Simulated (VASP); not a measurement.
# GaN (F-43m) in VASP: single point with r2SCAN

Aim: the single point of GaN with r2SCAN.

Everything below comes from runs of VASP 6.6.1. Logs are shortened: lines on timing, memory, paths and dates and some standing lists are left out, and cuts for length are marked.

### Step 1. The cell of the first run

It takes space group F-43m (No. 216, cubic). The conventional cell has a = 4.474 Å, b = 4.474 Å, c = 4.474 Å, α = 90.00°, β = 90.00°, γ = 90.00°. Ga (site symmetry -43m) has 4 N at 1.94 Å within 2.6 Å. N (site symmetry -43m) has 4 Ga at 1.94 Å within 2.6 Å.

### Step 2. Single point, r2SCAN (strain -0.5%)

Input file POSCAR:

```
GaN
1.0
    0.0000000000      2.2368082798      2.2368082798
    2.2368082798      0.0000000000      2.2368082798
    2.2368082798      2.2368082798      0.0000000000
Ga N
1 1
Direct
    0.0000000000      0.0000000000      0.0000000000
    0.7500000000      0.7500000000      0.7500000000
```

Input file INCAR.step1:

```
SYSTEM = GaN
PREC     = Accurate       ! precision mode
ENCUT    = 1460           ! plane-wave cutoff, eV
ISMEAR   = 0              ! smearing method
SIGMA    = 0.01           ! smearing width, eV
LREAL    = .False.        ! projectors in reciprocal space
LASPH    = .True.         ! aspherical terms in the spheres
NELM     = 120            ! most SCF steps
NBANDS   = 16             ! bands
GGA      = PE             ! functional
ALGO     = Normal         ! electronic algorithm
EDIFF    = 1E-5           ! SCF threshold, eV
LWAVE    = .True.         ! write WAVECAR
LCHARG   = .False.        ! write CHGCAR
GGA_COMPAT= .False.
```

Input file INCAR.step2:

```
SYSTEM = GaN
PREC     = Accurate       ! precision mode
ENCUT    = 1460           ! plane-wave cutoff, eV
EDIFF    = 1E-6           ! SCF threshold, eV
ISMEAR   = 0              ! smearing method
SIGMA    = 0.01           ! smearing width, eV
LREAL    = .False.        ! projectors in reciprocal space
LASPH    = .True.         ! aspherical terms in the spheres
NELM     = 120            ! most SCF steps
ALGO     = Normal         ! electronic algorithm
ISIF     = 2              ! what is computed and relaxed
LWAVE    = .False.        ! write WAVECAR
LCHARG   = .True.         ! write CHGCAR
METAGGA  = R2SCAN         ! meta-GGA
LMIXTAU  = .True.       
LELF     = .True.         ! ELF
LVHAR    = .True.       
NBANDS   = 16             ! bands
ISTART   = 1            
GGA_COMPAT= .False.
```

Input file KPOINTS:

```
regular mesh
0
Gamma
  10 10 10
  0 0 0
```

Potentials or basis: VASP PAW PBE potentials, release 64 (Ga_d, N_h).

Launch:

```bash
$ cat potpaw_PBE.64/Ga_d/POTCAR potpaw_PBE.64/N_h/POTCAR > POTCAR
$ cp INCAR.step1 INCAR
$ mpirun -np 1 vasp_std > vasp.out
$ cp INCAR.step2 INCAR
$ mpirun -np 1 vasp_std > vasp.out
```

OUTCAR:

```text
SYSTEM = GaN
   PREC = Accurate
   ENCUT = 1460
   EDIFF = 1E-6
   ISMEAR = 0
   LREAL = .False.
   LASPH = .True.
   NELM = 120
   ISIF = 2
   METAGGA = R2SCAN
   ISTART = 1

 ion  position               nearest neighbor table
   1  0.000  0.000  0.000-   2 1.94   2 1.94   2 1.94   2 1.94
   2  0.750  0.750  0.750-   1 1.94   1 1.94   1 1.94   1 1.94

  LATTYP: Found a face centered cubic cell.
 ALAT       =     4.4736165596

  Lattice vectors:

 A1 = (   0.0000000000,   2.2368082798,   2.2368082798)
 A2 = (   2.2368082798,   0.0000000000,   2.2368082798)
 A3 = (   2.2368082798,   2.2368082798,   0.0000000000)

Analysis of symmetry for initial positions (statically):
=====================================================================
 Subroutine PRICEL returns:
 Original cell was already a primitive cell.

 Routine SETGRP: Setting up the symmetry group for a
 face centered cubic supercell.

 Subroutine GETGRP returns: Found 24 space group operations
 (whereof 24 operations were pure point group operations)
 out of a pool of 48 trial point group operations.

The static configuration has the point symmetry T_d .

Analysis of symmetry for dynamics (positions and initial velocities):
=====================================================================
 Subroutine PRICEL returns:
 Original cell was already a primitive cell.

 Routine SETGRP: Setting up the symmetry group for a
 face centered cubic supercell.

 Subroutine GETGRP returns: Found 24 space group operations
 (whereof 24 operations were pure point group operations)
 out of a pool of 48 trial point group operations.

The dynamic configuration has the point symmetry T_d .

 Subroutine INISYM returns: Found 24 space group operations
 (whereof 24 operations are pure point group operations),
 and found     1 'primitive' translations

----------------------------------------------------------------------------------------

                                     Primitive cell

  volume of cell :      22.3829

  direct lattice vectors                    reciprocal lattice vectors
     0.000000000  2.236808280  2.236808280    -0.223532792  0.223532792  0.223532792
     2.236808280  0.000000000  2.236808280     0.223532792 -0.223532792  0.223532792
     2.236808280  2.236808280  0.000000000     0.223532792  0.223532792 -0.223532792

  length of vectors
[... 74 lines left out ...]
   ISTART =      1    job   : 0-new  1-cont  2-samecut
   ICHARG =      0    charge: 1-file 2-atom 10-const
   ISPIN  =      1    spin polarized calculation?
   LNONCOLLINEAR =      F non collinear calculations
   LSORBIT =      F    spin-orbit coupling
   LASPH  =      T    aspherical Exc in radial PAW
   ENCUT  = 1460.0 eV 107.31 Ry   10.36 a.u.   9.86  9.86  9.86*2*pi/ulx,y,z
   NELM   =    120;   NELMIN=  2; NELMDL=  0     # of ELM steps
   EDIFF  = 0.1E-05   stopping-criterion for ELM
   LREAL  =      F    real-space projection
[... 7 lines left out ...]
   TEBEG  =    0.0;   TEEND  =   0.0 temperature during run
   PSTRESS=    0.0 pullay stress
   NELECT =      18.0000    total number of electrons
   NUPDOWN=      -1.0000    fix difference up-down
   EMIN   =  10.00;   EMAX   =-10.00  energy-range for DOS
   EFERMI =   0.00;   METHOD = LEGACY
   ISMEAR =     0;   SIGMA  =   0.01  broadening in eV -4-tet -1-fermi 0-gaus
   EFERMI_NEDOS =   21; number of points for ismear=-14 and -15
   IALGO  =     38    algorithm
   IMIX   =      4    mixing-type and parameters
     AMIX     =   0.40;   BMIX     =  1.00
     AMIX_MAG =   1.60;   BMIX_MAG =  1.00
  volume/ion in A,a.u.               =      11.19        75.52
  Fermi-wavevector in a.u.,A,eV,Ry     =   1.522393  2.876906 31.533975  2.317682
  Thomas-Fermi vector in A             =   2.630979
   LORBIT       =      0    0 simple, 1 ext, 2 COOP (PROOUT), +10 PAW based schemes
   METAGGA = R2SCAN    functional components
   LHFCALC =     F    Hartree Fock is set to
   AEXX    =    0.0000 exact exchange contribution
   IVDW    =     0    specifies the selected vdW correction
   LEPSILON=     F    determine dielectric tensor
   LRPA    =     F    only Hartree local field effects (RPA)
 non-spin polarized calculation
 Gauss-broadening in eV      SIGMA  =   0.01
  energy-cutoff  :     1460.00
  volume of cell :       22.38
 maximum number of plane-waves:      2874
   NGX = 19   NGY = 19   NGZ = 19

 number of electron      18.0000000 magnetization

 Free energy of the ion-electron system (eV)
  ---------------------------------------------------
  ext. energy  EPLUGINS =         0.00000000
  ---------------------------------------------------
  free energy    TOTEN  =       -21.89384261 eV

  energy without entropy =      -21.89384261  energy(sigma->0) =      -21.89384261

 E-fermi :   5.7008     XC(G=0): -12.7579

 val. band max:        5.5627384009   @ k =   0.0000   0.0000   0.0000
 cond. band min:       7.8302367684   @ k =   0.0000   0.0000   0.0000
 fundamental gap:      2.2674983675
 Fermi energy:         5.7007948905

 k-point     1 :       0.0000    0.0000    0.0000
  band No.  band energies     occupation
      1     -11.3632      2.00000
      2      -8.2861      2.00000
      3      -8.2861      2.00000
      4      -8.2861      2.00000
      5      -7.9104      2.00000
      6      -7.9104      2.00000
[... 433 lines left out ...]
      3      -8.0348      2.00000
      4      -8.0317      2.00000
      5      -7.8447      2.00000
      6      -7.1075      2.00000
[... 8 lines left out ...]
     15      29.1166      0.00000
     16      29.3014      0.00000

 [... further k-points ...]

------------------------ aborting loop because EDIFF is reached ----------------------------------------

  FORCE on cell =-STRESS in cart. coord.  units (eV):
  Direction    XX          YY          ZZ          XY          YZ          ZX
  --------------------------------------------------------------------------------------
  -------------------------------------------------------------------------------------
  Total        0.6248374      0.6248374      0.6248374      0.0000000     -0.0000000      0.0000000
  in kB       44.7261268     44.7261268     44.7261268      0.0000000     -0.0000000      0.0000000
  external PRESSURE =      44.7261268 kB  Pullay stress =       0.0000000 kB

 VOLUME and BASIS-vectors are now :
 -----------------------------------------------------------------------------
  energy-cutoff  :     1460.00
  volume of cell :       22.38
      direct lattice vectors                 reciprocal lattice vectors
     0.000000000  2.236808280  2.236808280    -0.223532792  0.223532792  0.223532792
     2.236808280  0.000000000  2.236808280     0.223532792 -0.223532792  0.223532792
     2.236808280  2.236808280  0.000000000     0.223532792  0.223532792 -0.223532792

 POSITION                                       TOTAL-FORCE (eV/Angst)
 -----------------------------------------------------------------------------------
      0.00000      0.00000      0.00000        -0.000000      0.000000      0.000000
      3.35521      3.35521      3.35521         0.000000     -0.000000     -0.000000
 -----------------------------------------------------------------------------------
    total drift:                                0.000000      0.000000      0.000000

  FREE ENERGIE OF THE ION-ELECTRON SYSTEM (eV)
  ---------------------------------------------------
  free  energy   TOTEN  =       -21.8938426079 eV

  energy  without entropy=      -21.8938426079  energy(sigma->0) =      -21.89384261
```

OUTCAR.step1:

```text
SYSTEM = GaN
   PREC = Accurate
   ENCUT = 1460
   ISMEAR = 0
   LREAL = .False.
   LASPH = .True.
[... 677 lines left out ...]
      0.00000      0.00000      0.00000         0.000000      0.000000      0.000000
      3.35521      3.35521      3.35521        -0.000000     -0.000000     -0.000000
 -----------------------------------------------------------------------------------
    total drift:                                0.000000      0.000000      0.000000

  FREE ENERGIE OF THE ION-ELECTRON SYSTEM (eV)
  ---------------------------------------------------
  free  energy   TOTEN  =       -12.1294118185 eV

  energy  without entropy=      -12.1294118185  energy(sigma->0) =      -12.12941182
```

Run time: 1.7 min. Hardware: 1 thread of Intel Xeon 6975P-C (Granite Rapids), shared host; peak memory 0.31 GiB.

Results:

```yaml
Free_energy: -21.8938 eV
Pressure: 4.5 GPa
Band_gap_on_the_k_mesh: 2.27 eV
```

Caveat: the cell differs from its parent crystal (strain -0.5%); the cell stands under pressure; the PAW data sets were made with another functional, which shifts forces and pressure a little.
